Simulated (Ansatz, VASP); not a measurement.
**One calculation of AlGeSbH2, two programs**

Contents of INCAR:

```
SYSTEM = AlGeSbH2
  PREC = Accurate
  ENCUT = 500
  EDIFF = 1E-7
  ISMEAR = 0
  SIGMA = 0.15
  LREAL = .False.
  LASPH = .True.
  NELM = 120
  ALGO = Normal
  ISIF = 3
  LWAVE = .False.
  LCHARG = .False.
  GGA = PE
  IBRION = 2
  NSW = 36
  EDIFFG = -0.08
  GGA_COMPAT = .False.
  NELMIN = 4
```

File KPOINTS:

```
regular mesh
0
Gamma
  3 3 3
  0 0 0
```

POSCAR

```
AlGeSbH2
1.0
    4.5346120900      0.0000000000      0.0000000000
   -2.2673060500      3.9270892700      0.0000000000
    0.0000000000      0.0000000000      4.7318448500
Al Ge Sb H
1 1 1 2
Direct
    0.6666666700      0.3333333300      0.0000000000
    0.0000000000      0.0000000000      0.0000000000
    0.3333333300      0.6666666700      0.0000000000
    0.0000000000      0.0000000000      0.6939695500
    0.0000000000      0.0000000000      0.3060304500
```

Input for Ansatz:

```yaml
crystal:
  lattice:
    - [4.53461209, 0.0, 0.0]
    - [-2.26730605, 3.92708927, 0.0]
    - [0.0, 0.0, 4.73184485]
  atoms:
    - { symbol: Al, position: [0.66666667, 0.33333333, 0.0] }
    - { symbol: Ge, position: [0.0, 0.0, 0.0] }
    - { symbol: Sb, position: [0.33333333, 0.66666667, 0.0] }
    - { symbol: H, position: [0.0, 0.0, 0.69396955] }
    - { symbol: H, position: [0.0, 0.0, 0.30603045] }
basis:
  ecutwfc: 420
kpoints:
  mp_grid: { grid: [3, 3, 3] }
hamiltonian:
  xc: pbe
scf:
  occupations: { method: gaussian, width: 0.15 }
  lower_state_search: "off"
output:
  forces: true
  stress: true
  eigenvalues: true
relax:
  adjacent_minimum: "off"
  f_tol: 0.08
  max_steps: 16
  cell: { stress_tol: 0.8 }
```

Alike in both runs: task relaxation of cell and atoms; functional PBE; k mesh 3 × 3 × 3; occupations gaussian, width 0.15 eV; no spin polarisation.

```csv
,VASP,Ansatz
version,VASP 6.6.1,Ansatz 0.2.0
potentials or method,"VASP PAW PBE potentials, release 64 (Al, Ge_d, Sb, H), cutoff 500 eV","scalar-relativistic, plane waves, PAW"
valence electrons in the cell,24,34
```

|  | VASP | Ansatz | Ansatz less VASP |
| --- | --- | --- | --- |
| gap on the k mesh at the Fermi level, each at its own relaxed structure (eV) | none | none | - |
| relaxed volume (Å³/atom) | 21.36 | 22.05 | +0.690 |
| relaxed cell length with the largest relative difference (Å) | 4.616 | 4.708 | +0.0921 |

A gap of «none» marks a metal or a gap that the smearing closes. VASP's potentials hold 24 valence electrons a cell and Ansatz's 34, so a difference there can come from the potentials and not from the codes.

The k mesh is coarse, so the values compare programs but aren't converged. Neither program's run includes spin-orbit coupling. Noted on VASP's run: the volume moved by over 15 % at a fixed basis, so the end points are rough.
